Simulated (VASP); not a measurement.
# Hf (Fd-3m) in VASP: single point with PBEsol+D3(BJ)

Aim: the single point of Hf with PBEsol+D3(BJ).

Everything below comes from runs of VASP 6.6.1. Logs are shortened: lines on timing, memory, paths and dates and some standing lists are left out, and cuts for length are marked.

## Step 1: The cell of the first run

Symmetry: Fd-3m, No. 227, cubic system. The conventional cell has a = 7.555 Å, b = 7.555 Å, c = 7.555 Å, α = 90.00°, β = 90.00°, γ = 90.00°. Within 4.3 Å of Hf (site symmetry -43m) lie 4 Hf at 3.27 Å.

## Step 2: Single point, PBEsol+D3(BJ)

File INCAR:

```
SYSTEM = Hf
PREC = Accurate
ENCUT = 520
EDIFF = 1E-6
ISMEAR = 1
SIGMA = 0.05
LREAL = .FALSE.
LASPH = .TRUE.
NELM = 60
ALGO = Normal
ISIF = 2
LWAVE = .FALSE.
LCHARG = .FALSE.
GGA = PS
IVDW = 12
NBANDS = 17
```

File KPOINTS:

```
regular mesh
0
G
  5 5 5
  0 0 0
```

File POSCAR:

```
Hf
1.0
    0.0000000000      3.7775000000      3.7775000000
    3.7775000000      0.0000000000      3.7775000000
    3.7775000000      3.7775000000      0.0000000000
Hf
2
Direct
    0.0000000000      0.0000000000      0.0000000000
    0.2500000000      0.2500000000      0.2500000000
```

Potentials or basis: VASP PAW PBE potentials, release 64 (Hf_pv).

The run is started by

```console
$ cat potpaw_PBE.64/Hf_pv/POTCAR > POTCAR
$ mpirun -np 1 vasp_std > vasp.out
```

OUTCAR:

```text
SYSTEM = Hf
   PREC = Accurate
   ENCUT = 520
   EDIFF = 1E-6
   ISMEAR = 1
   LREAL = .FALSE.
   LASPH = .TRUE.
   NELM = 60
   ISIF = 2
   GGA = PS
   IVDW = 12
 IVDW          = 12

 ion  position               nearest neighbor table
   1  0.000  0.000  0.000-   2 3.27   2 3.27   2 3.27   2 3.27
   2  0.250  0.250  0.250-   1 3.27   1 3.27   1 3.27   1 3.27

  LATTYP: Found a face centered cubic cell.
 ALAT       =     7.5550000000

  Lattice vectors:

 A1 = (   0.0000000000,   3.7775000000,   3.7775000000)
 A2 = (   3.7775000000,   0.0000000000,   3.7775000000)
 A3 = (   3.7775000000,   3.7775000000,   0.0000000000)

Analysis of symmetry for initial positions (statically):
=====================================================================
 Subroutine PRICEL returns:
 Original cell was already a primitive cell.

 Routine SETGRP: Setting up the symmetry group for a
 face centered cubic supercell.

 Subroutine GETGRP returns: Found 48 space group operations
 (whereof 24 operations were pure point group operations)
 out of a pool of 48 trial point group operations.

The static configuration has the point symmetry T_d .
 The point group associated with its full space group is O_h .

Analysis of symmetry for dynamics (positions and initial velocities):
=====================================================================
 Subroutine PRICEL returns:
 Original cell was already a primitive cell.

 Routine SETGRP: Setting up the symmetry group for a
 face centered cubic supercell.

 Subroutine GETGRP returns: Found 48 space group operations
 (whereof 24 operations were pure point group operations)
 out of a pool of 48 trial point group operations.

The dynamic configuration has the point symmetry T_d .
 The point group associated with its full space group is O_h .

 Subroutine INISYM returns: Found 48 space group operations
 (whereof 24 operations are pure point group operations),
 and found     1 'primitive' translations

----------------------------------------------------------------------------------------

                                     Primitive cell

  volume of cell :     107.8061

  direct lattice vectors                    reciprocal lattice vectors
     0.000000000  3.777500000  3.777500000    -0.132362674  0.132362674  0.132362674
     3.777500000  0.000000000  3.777500000     0.132362674 -0.132362674  0.132362674
[... 67 lines left out ...]
   LASPH  =      T    aspherical Exc in radial PAW
   ENCUT  =  520.0 eV  38.22 Ry    6.18 a.u.   9.93  9.93  9.93*2*pi/ulx,y,z
   NELM   =     60;   NELMIN=  2; NELMDL= -5     # of ELM steps
   EDIFF  = 0.1E-05   stopping-criterion for ELM
   LREAL  =      F    real-space projection
   EDIFFG = 0.1E-04   stopping-criterion for IOM
   NSW    =      0    number of steps for IOM
   IBRION =     -1    ionic relax: 0-MD 1-quasi-New 2-CG
   NFREE  =      0    steps in history (QN), initial steepest desc. (CG)
   ISIF   =      2    stress and relaxation
   ISYM   =      2    0-nonsym 1-usesym 2-fastsym
   POTIM  = 0.5000    time-step for ionic-motion
   TEBEG  =    0.0;   TEEND  =   0.0 temperature during run
   PSTRESS=    0.0 pullay stress
   NELECT =      20.0000    total number of electrons
   NUPDOWN=      -1.0000    fix difference up-down
   EMIN   =  10.00;   EMAX   =-10.00  energy-range for DOS
   EFERMI =   0.00;   METHOD = LEGACY
   ISMEAR =     1;   SIGMA  =   0.05  broadening in eV -4-tet -1-fermi 0-gaus
   EFERMI_NEDOS =   21; number of points for ismear=-14 and -15
   IALGO  =     38    algorithm
   IMIX   =      4    mixing-type and parameters
     AMIX     =   0.40;   BMIX     =  1.00
     AMIX_MAG =   1.60;   BMIX_MAG =  1.00
  volume/ion in A,a.u.               =      53.90       363.76
  Fermi-wavevector in a.u.,A,eV,Ry     =   0.933692  1.764422 11.861300  0.871781
  Thomas-Fermi vector in A             =   2.060420
   LORBIT       =      0    0 simple, 1 ext, 2 COOP (PROOUT), +10 PAW based schemes
   GGA     = PS    functional components
   LHFCALC =     F    Hartree Fock is set to
   AEXX    =    0.0000 exact exchange contribution
   IVDW    =    12    specifies the selected vdW correction
   LEPSILON=     F    determine dielectric tensor
   LRPA    =     F    only Hartree local field effects (RPA)
 non-spin polarized calculation
 Methfessel and Paxton  Order N= 1 SIGMA  =   0.05
  energy-cutoff  :      520.00
  volume of cell :      107.81
 maximum number of plane-waves:      2924
   NGX = 19   NGY = 19   NGZ = 19

 number of electron      20.0000000 magnetization

 Free energy of the ion-electron system (eV)
  ---------------------------------------------------
  ext. energy  EPLUGINS =         0.00000000
  ---------------------------------------------------
  free energy    TOTEN  =       -13.81818177 eV

  energy without entropy =      -13.81600614  energy(sigma->0) =      -13.81745656

 E-fermi :  -0.1322     XC(G=0):  -7.5983

 val. band max:       -0.1470265342   @ k =   0.0000   0.0000   0.0000
 cond. band min:      -0.1299164246   @ k =  -0.2000   0.2000   0.0000
 fundamental gap:      0.0171101096
 Fermi energy:        -0.1321969486

 k-point     1 :       0.0000    0.0000    0.0000
  band No.  band energies     occupation
      1     -31.7214      2.00000
      2     -31.7214      2.00000
      3     -31.7214      2.00000
      4     -31.5678      2.00000
      5     -31.5678      2.00000
      6     -31.5678      2.00000
[... 177 lines left out ...]
      4     -31.6216      2.00000
      5     -31.5446      2.00000
      6     -31.5400      2.00000
[... 9 lines left out ...]
     16       2.1859      0.00000
     17       3.1099      0.00000

------------------------ aborting loop because EDIFF is reached ----------------------------------------

 Edisp (eV)   -0.42471

 E8    (eV) :    -0.3215

  FORCE on cell =-STRESS in cart. coord.  units (eV):
  Direction    XX          YY          ZZ          XY          YZ          ZX
  --------------------------------------------------------------------------------------
  -------------------------------------------------------------------------------------
  Total      -6.21509    -6.21509    -6.21509    -0.00000     0.00000    -0.00000
  in kB     -92.36654   -92.36654   -92.36654    -0.00000     0.00000    -0.00000
  external pressure =      -92.37 kB  Pullay stress =        0.00 kB

 VOLUME and BASIS-vectors are now :
 -----------------------------------------------------------------------------
  energy-cutoff  :      520.00
  volume of cell :      107.81
      direct lattice vectors                 reciprocal lattice vectors
     0.000000000  3.777500000  3.777500000    -0.132362674  0.132362674  0.132362674
     3.777500000  0.000000000  3.777500000     0.132362674 -0.132362674  0.132362674
     3.777500000  3.777500000  0.000000000     0.132362674  0.132362674 -0.132362674

 POSITION                                       TOTAL-FORCE (eV/Angst)
 -----------------------------------------------------------------------------------
      0.00000      0.00000      0.00000         0.000000     -0.000000     -0.000000
      1.88875      1.88875      1.88875        -0.000000      0.000000      0.000000
 -----------------------------------------------------------------------------------
    total drift:                               -0.000000      0.000000      0.000000

  FREE ENERGIE OF THE ION-ELECTRON SYSTEM (eV)
  ---------------------------------------------------
  free  energy   TOTEN  =       -14.2428890664 eV

  energy  without entropy=      -14.2407134349  energy(sigma->0) =      -14.24216386
```

OSZICAR:

```text
N       E                     dE             d eps       ncg     rms          rms(c)
DAV:   1     0.349362537638E+02    0.34936E+02   -0.10891E+04   412   0.989E+02
DAV:   2    -0.130091993033E+02   -0.47945E+02   -0.47195E+02   464   0.185E+02
DAV:   3    -0.146851490334E+02   -0.16759E+01   -0.16298E+01   468   0.230E+01
DAV:   4    -0.147258183376E+02   -0.40669E-01   -0.40530E-01   488   0.389E+00
DAV:   5    -0.147266634112E+02   -0.84507E-03   -0.84434E-03   527   0.387E-01    0.241E+01
DAV:   6    -0.139060845003E+02    0.82058E+00   -0.21933E+00   386   0.528E+00    0.132E+01
DAV:   7    -0.138414717316E+02    0.64613E-01   -0.81263E-01   460   0.354E+00    0.275E+00
DAV:   8    -0.138322780352E+02    0.91937E-02   -0.34373E-01   383   0.188E+00    0.706E-01
DAV:   9    -0.138180204479E+02    0.14258E-01   -0.61055E-02   388   0.819E-01    0.118E-01
DAV:  10    -0.138183438716E+02   -0.32342E-03   -0.27371E-03   534   0.225E-01    0.124E-01
DAV:  11    -0.138181833588E+02    0.16051E-03   -0.61449E-04   398   0.850E-02    0.296E-02
DAV:  12    -0.138181814352E+02    0.19237E-05   -0.29397E-05   543   0.251E-02    0.756E-03
DAV:  13    -0.138181817679E+02   -0.33278E-06   -0.63180E-07   253   0.437E-03
   1 F= -.14242889E+02 E0= -.14242164E+02  d E =-.217563E-02
```

Wall time 44 s (1 thread of AMD EPYC 7R13, shared host); peak memory 0.2 GiB.

What came out:

```
Free energy                : -14.2429 eV
Pressure                   : -9.2 GPa
Band gap on the k mesh     : zero (band 10 reaches -0.06 eV, above the bottom of band 11 at -0.17 eV)
Dispersion energy per atom : -0.212 eV
```

Levels at points of the mesh, in eV from the Fermi level:
```csv
k point,band 8,band 9,band 10,band 11,band 12,band 13
"(0.00, 0.00, 0.00)",-0.01,-0.01,-0.01,0.05,0.05,1.36
```

Caveat: three body term missing; the PAW data sets were made with another functional, which shifts forces and pressure a little; spin-orbit coupling is left out, which moves the levels of the heavy elements; pairwise dispersion overbinds metals, which lowers pressure and volume.
